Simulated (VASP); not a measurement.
Here is a VASP 6.6.1 calculation.

Contents of INCAR:

```
  ALGO = Normal
  EDIFF = 1E-8
  ENCUT = 520
  GGA = CA
  ISIF = 2
  ISMEAR = -1
  LASPH = T
  LCHARG = F
  LEFG = T
  LREAL = F
  LWAVE = F
  NBANDS = 19
  NELM = 80
  PREC = Accurate
  SIGMA = 0.03
```

File KPOINTS:

```
k-points
0
Gamma
  13 13 7
```

The input POSCAR:

```
Zr
1.0
    3.2427358370      0.0000000000      0.0000000000
   -1.6213679184      2.8082916125      0.0000000000
    0.0000000000      0.0000000000      5.1640997934
Zr
2
Direct
    0.3333333333      0.6666666667      0.2500000000
    0.6666666667      0.3333333333      0.7500000000
```

Potentials or basis: VASP PAW LDA potentials, release 64 (Zr_sv).

Launch:

```sh
$ cat potpaw_LDA.64/Zr_sv/POTCAR > POTCAR
$ mpirun -np 1 vasp_std > vasp.out
```

Task: Predict the band gap on the k mesh.

Result: Zero (bands 12 and 13 overlap by 1.09 eV).

Task: Estimate the pressure.

Result: -6.8 GPa.

Electric field gradients, principal values (V/Å²):
```
atom    least   middle  greatest (by size)
1 Zr  -19.891  -19.891              39.782
2 Zr  -19.891  -19.891              39.782
```

Caveat: the cell stands under tension; without QUAD_EFG the Cq values of the log hold for a quadrupole moment of 1 mb, not for the nuclei.
